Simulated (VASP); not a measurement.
# TaN (P6/mmm) in VASP: notebook, part 3 of 3

VASP 6.6.1. Earlier steps stand in the parts before.

### 5 Single point, PBE

This run uses another cell than the first one: it holds 6 atoms, not 18.

INCAR reads:

```
PREC = Accurate
ENCUT = 520
EDIFF = 1E-6
ISMEAR = 0
SIGMA = 0.1
LREAL = F
LASPH = T
NELM = 80
ALGO = Normal
ISIF = 2
LWAVE = F
LCHARG = F
GGA = PE
NBANDS = 33
```

KPOINTS reads:

```
Automatic mesh
0
Gamma
  12 12 12
```

POSCAR reads:

```
TaN
1.0
    5.1556102465      0.0000000000      0.0000000000
   -2.5778051232      4.4648894455      0.0000000000
    0.0000000000      0.0000000000      2.9005381477
Ta N
3 3
Direct
    0.0000000000      0.0000000000      0.0000000000
    0.3333333333      0.6666666667      0.5000000000
    0.6666666667      0.3333333333      0.5000000000
    0.5000000000      0.0000000000      0.0000000000
    0.5000000000      0.5000000000      0.0000000000
    0.0000000000      0.5000000000      0.0000000000
```

Potentials or basis: VASP PAW PBE potentials, release 64 (Ta_pv, N).

Started as:

```
$ cat potpaw_PBE.64/Ta_pv/POTCAR potpaw_PBE.64/N/POTCAR > POTCAR
$ mpirun -np 1 vasp_std > vasp.out
```

OUTCAR:

```text
PREC = Accurate
   ENCUT = 520
   EDIFF = 1E-6
   ISMEAR = 0
   LREAL = F
   LASPH = T
   NELM = 80
   ISIF = 2
   GGA = PE

 ion  position               nearest neighbor table
   1  0.000  0.000  0.000-   6 2.58   6 2.58   4 2.58   4 2.58   5 2.58   5 2.58   3 3.31   3 3.31
                             2 3.31   2 3.31   2 3.31   3 3.31   2 3.31   3 3.31   2 3.31   3 3.31
   2  0.333  0.667  0.500-   4 2.08   4 2.08   6 2.08   6 2.08   5 2.08   5 2.08   3 2.98   3 2.98
                             3 2.98   1 3.31   1 3.31   1 3.31   1 3.31   1 3.31   1 3.31
   3  0.667  0.333  0.500-   4 2.08   4 2.08   6 2.08   6 2.08   5 2.08   5 2.08   2 2.98   2 2.98
                             2 2.98   1 3.31   1 3.31   1 3.31   1 3.31   1 3.31   1 3.31
   4  0.500  0.000  0.000-   2 2.08   3 2.08   2 2.08   3 2.08   1 2.58   1 2.58
   5  0.500  0.500  0.000-   2 2.08   3 2.08   2 2.08   3 2.08   1 2.58   1 2.58
   6  0.000  0.500  0.000-   2 2.08   3 2.08   2 2.08   3 2.08   1 2.58   1 2.58

  LATTYP: Found a hexagonal cell.
 ALAT       =     5.1556102465
 C/A-ratio  =     0.5625984140

  Lattice vectors:

 A1 = (   5.1556102465,   0.0000000000,   0.0000000000)
 A2 = (  -2.5778051232,   4.4648894455,   0.0000000000)
 A3 = (   0.0000000000,   0.0000000000,   2.9005381477)

[... 188 lines left out ...]
 Fermi energy:         8.4126056502

 k-point     1 :       0.0000    0.0000    0.0000
  band No.  band energies     occupation
      1     -27.8291      2.00000
      2     -27.8291      2.00000
      3     -27.4222      2.00000
      4     -27.4222      2.00000
      5     -27.1906      2.00000
      6     -27.0832      2.00000
[... 853 lines left out ...]
     32      12.1157      0.00000
     33      12.1767      0.00000

 [... further k-points ...]

------------------------ aborting loop because EDIFF is reached ----------------------------------------

  FORCE on cell =-STRESS in cart. coord.  units (eV):
  Direction    XX          YY          ZZ          XY          YZ          ZX
  --------------------------------------------------------------------------------------
  -------------------------------------------------------------------------------------
  Total        6.5978757      6.5978757      6.7284620      0.0000000      0.0000000      0.0000000
  in kB      158.3234847    158.3234847    161.4570504      0.0000000      0.0000000      0.0000000
  external PRESSURE =     159.3680066 kB  Pullay stress =       0.0000000 kB

 VOLUME and BASIS-vectors are now :
 -----------------------------------------------------------------------------
  energy-cutoff  :      520.00
  volume of cell :       66.77
      direct lattice vectors                 reciprocal lattice vectors
     5.155610247  0.000000000  0.000000000     0.193963460  0.111984856  0.000000000
    -2.577805123  4.464889445  0.000000000     0.000000000  0.223969711  0.000000000
     0.000000000  0.000000000  2.900538148     0.000000000  0.000000000  0.344763609

 POSITION                                       TOTAL-FORCE (eV/Angst)
 -----------------------------------------------------------------------------------
      0.00000      0.00000      0.00000         0.000000      0.000000      0.000000
     -0.00000      2.97659      1.45027        -0.000000      0.000000      0.000000
      2.57781      1.48830      1.45027         0.000000     -0.000000     -0.000000
      2.57781      0.00000      0.00000         0.000000      0.000000      0.000000
      1.28890      2.23244      0.00000         0.000000      0.000000      0.000000
     -1.28890      2.23244      0.00000         0.000000      0.000000      0.000000
 -----------------------------------------------------------------------------------
    total drift:                               -0.000000      0.000000     -0.000000

  FREE ENERGIE OF THE ION-ELECTRON SYSTEM (eV)
  ---------------------------------------------------
  free  energy   TOTEN  =       -64.6320196499 eV

  energy  without entropy=      -64.6285185859  energy(sigma->0) =      -64.63026912
```

OSZICAR:

```text
N       E                     dE             d eps       ncg     rms          rms(c)
DAV:   1     0.452034603161E+03    0.45203E+03   -0.25977E+04  8786   0.153E+03
DAV:   2    -0.452330453072E+02   -0.49727E+03   -0.47424E+03 10091   0.452E+02
DAV:   3    -0.747494873951E+02   -0.29516E+02   -0.28897E+02 10758   0.106E+02
DAV:   4    -0.753505284747E+02   -0.60104E+00   -0.59518E+00 10967   0.147E+01
DAV:   5    -0.753652345569E+02   -0.14706E-01   -0.14686E-01 11203   0.178E+00    0.477E+01
DAV:   6    -0.651675347710E+02    0.10198E+02   -0.47980E+01 11131   0.389E+01    0.205E+01
DAV:   7    -0.648116706712E+02    0.35586E+00   -0.36740E+00 11193   0.142E+01    0.119E+01
DAV:   8    -0.646638135912E+02    0.14786E+00   -0.64843E-01 11032   0.512E+00    0.405E+00
DAV:   9    -0.646334567026E+02    0.30357E-01   -0.81975E-02 10804   0.269E+00    0.461E-01
DAV:  10    -0.646323112911E+02    0.11454E-02   -0.16511E-02 11396   0.732E-01    0.212E-01
DAV:  11    -0.646320383934E+02    0.27290E-03   -0.26052E-03 11080   0.346E-01    0.502E-02
DAV:  12    -0.646320209203E+02    0.17473E-04   -0.18682E-04 11072   0.978E-02    0.205E-02
DAV:  13    -0.646320193975E+02    0.15228E-05   -0.10058E-05 10598   0.235E-02    0.512E-03
DAV:  14    -0.646320196499E+02   -0.25234E-06   -0.10795E-06  6538   0.675E-03
   1 F= -.64632020E+02 E0= -.64630269E+02  d E =-.350106E-02
```

stdout:

```text
POSCAR found type information on POSCAR TaN
 POSCAR found :  2 types and       6 ions
 scaLAPACK will be used
 LDA part: xc-table for (Slater+PW92), standard interpolation
 POSCAR, INCAR and KPOINTS ok, starting setup
 FFT: planning ... GRIDC
 FFT: planning ... GRID_SOFT
 FFT: planning ... GRID
 WAVECAR not read
 entering main loop
```

Run time: 2.3 min. Hardware: 1 thread of Intel Xeon 6975P-C (Granite Rapids), shared host; peak memory 0.35 GiB.

Results:

```
Free energy            : -64.6320 eV
Pressure               : 15.9 GPa
Band gap on the k mesh : zero (bands 24 and 25 overlap by 2.23 eV)
```

Stress tensor (GPa, compression positive):
```
15.83  0.00  0.00
 0.00 15.83  0.00
 0.00  0.00 16.15
```

Levels at points of the mesh, in eV from the Fermi level:
```
           k point  band 20  band 21  band 22  band 23  band 24  band 25  band 26  band 27  band 28  band 29
(0.00, 0.00, 0.00)    -3.06    -3.06    -2.58    -2.11    -1.30    -1.30     0.77     0.77     1.30     2.19
(0.50, 0.00, 0.00)    -4.74    -3.52    -2.96    -1.75    -0.71     1.35     1.84     1.86     2.26     2.39
(0.00, 0.00, 0.50)    -3.87    -3.18    -3.18    -2.00     0.87     0.87     1.40     1.83     2.57     2.57
(0.50, 0.00, 0.50)    -4.59    -3.48    -3.23    -2.24    -1.29     1.04     1.38     3.09     3.49     3.51
```

Caveat: the cell stands under pressure; spin-orbit coupling is left out, which moves the levels of the heavy elements.

### 6 Single point, PBE

This run uses another cell than the first one: it holds 6 atoms, not 18.

INCAR reads:

```
  PREC = Accurate
  ENCUT = 520
  EDIFF = 1E-6
  ISMEAR = 0
  SIGMA = 0.1
  LREAL = F
  LASPH = T
  NELM = 80
  ALGO = Normal
  ISIF = 2
  LWAVE = F
  LCHARG = F
  GGA = PE
  NBANDS = 33
```

KPOINTS is that of step 5.

POSCAR, as its differences from that of step 5:

```diff
@@ -2,5 +2,5 @@
 1.0
-    5.1556102465      0.0000000000      0.0000000000
-   -2.5778051232      4.4648894455      0.0000000000
-    0.0000000000      0.0000000000      2.9005381477
+    5.2031606002      0.0000000000      0.0000000000
+   -2.6015803001      4.5060692598      0.0000000000
+    0.0000000000      0.0000000000      2.9097083029
 Ta N
```

Potentials or basis: VASP PAW PBE potentials, release 64 (Ta_pv, N).

Started as:

```
$ cat potpaw_PBE.64/Ta_pv/POTCAR potpaw_PBE.64/N/POTCAR > POTCAR
$ mpirun -np 1 vasp_std > vasp.out
```

Wall time 2.7 min (1 thread of Intel Xeon 6975P-C (Granite Rapids), shared host); peak memory 0.35 GiB.

Results (log left out):

```yaml
Free_energy: -64.7445 eV
Pressure: 8.8 GPa
Band_gap_on_the_k_mesh: zero (bands 24 and 25 overlap by 2.16 eV)
```

Stress tensor (GPa, compression positive):
```
8.75 0.00 0.00
0.00 8.75 0.00
0.00 0.00 9.04
```

Levels at points of the mesh, in eV from the Fermi level:
```csv
k point,band 21,band 22,band 23,band 24,band 25,band 26,band 27,band 28
"(0.00, 0.00, 0.00)",-3.07,-2.55,-2.12,-1.28,-1.28,0.80,0.80,1.17
"(0.50, 0.00, 0.00)",-3.46,-2.97,-1.74,-0.74,1.29,1.80,1.82,2.23
"(0.00, 0.00, 0.50)",-3.16,-3.16,-1.97,0.84,0.84,1.43,1.72,2.46
"(0.50, 0.00, 0.50)",-3.42,-3.14,-2.18,-1.27,1.01,1.32,3.03,3.35
```

Caveat: the cell stands under pressure; spin-orbit coupling is left out, which moves the levels of the heavy elements.

### 7 Single point, PBE

This run uses another cell than the first one: it holds 6 atoms, not 18.

INCAR reads:

```
SYSTEM = TaN
  PREC = Accurate
  ENCUT = 520
  EDIFF = 1E-7
  ISMEAR = 0
  SIGMA = 0.1
  LREAL = .False.
  LASPH = .True.
  NELM = 80
  ALGO = Normal
  ISIF = 2
  LWAVE = .False.
  LCHARG = .False.
  GGA = PE
  NBANDS = 33
```

KPOINTS reads:

```
regular mesh
0
Gamma
  12 12 12
  0 0 0
```

POSCAR, as its differences from that of step 6:

```diff
@@ -2,5 +2,5 @@
 1.0
-    5.2031606002      0.0000000000      0.0000000000
-   -2.6015803001      4.5060692598      0.0000000000
-    0.0000000000      0.0000000000      2.9097083029
+    5.2402614152      0.0000000000      0.0000000000
+   -2.6201307076      4.5381995080      0.0000000000
+    0.0000000000      0.0000000000      2.9170934526
 Ta N
```

Started as:

```
$ cat potpaw_PBE.64/Ta_pv/POTCAR potpaw_PBE.64/N/POTCAR > POTCAR
$ mpirun -np 1 vasp_std > vasp.out
```

Wall time 3.3 min (1 thread of Intel Xeon 6975P-C (Granite Rapids), shared host); peak memory 0.36 GiB.

Results (log left out):

```
Free energy            : -64.7901 eV
Pressure               : 3.7 GPa
Band gap on the k mesh : zero (bands 24 and 25 overlap by 2.12 eV)
```

Stress tensor (GPa, compression positive):
```
3.65 0.00 0.00
0.00 3.65 0.00
0.00 0.00 3.92
```

Levels at points of the mesh, in eV from the Fermi level:
```csv
k point,band 21,band 22,band 23,band 24,band 25,band 26,band 27,band 28
"(0.00, 0.00, 0.00)",-3.07,-2.52,-2.12,-1.25,-1.25,0.82,0.82,1.08
"(0.50, 0.00, 0.00)",-3.41,-2.98,-1.73,-0.75,1.24,1.77,1.78,2.20
"(0.00, 0.00, 0.50)",-3.13,-3.13,-1.94,0.81,0.81,1.46,1.64,2.37
"(0.50, 0.00, 0.50)",-3.38,-3.08,-2.13,-1.25,0.98,1.28,2.98,3.25
```

Caveat: the cell stands under pressure; spin-orbit coupling is left out, which moves the levels of the heavy elements.

### 8 Overview

```csv
cell,k mesh,gap on the mesh (eV),pressure (GPa)
"a = 6.020 Å, angles 98.4°, 18 atoms, atomic positions A",5 × 5 × 5,none,0.6
"a = 4.920, b = 4.920, c = 2.859 Å, angles 90.0, 90.0, 120.0°, 6 atoms, atomic positions B",12 × 12 × 12,none,61.7
"a = 5.066, b = 5.066, c = 2.884 Å, angles 90.0, 90.0, 120.0°, 6 atoms, atomic positions B",12 × 12 × 12,none,31.2
"a = 5.156, b = 5.156, c = 2.901 Å, angles 90.0, 90.0, 120.0°, 6 atoms, atomic positions B",12 × 12 × 12,none,15.9
"a = 5.203, b = 5.203, c = 2.910 Å, angles 90.0, 90.0, 120.0°, 6 atoms, atomic positions B",12 × 12 × 12,none,8.8
"a = 5.240, b = 5.240, c = 2.917 Å, angles 90.0, 90.0, 120.0°, 6 atoms, atomic positions B",12 × 12 × 12,none,3.7
```

Alike in all rows: task single point; level PBE; potentials or basis VASP PAW PBE potentials, release 64 (Ta_pv, N); no spin polarisation; cutoff (eV) 520; smearing gaussian 0.1 eV.

Caveats: spin-orbit coupling is left out, which moves the levels of the heavy elements; the cell stands under pressure (at least some runs).

Total energies depend on the potentials used, so only differences within one code and one set of settings carry meaning.
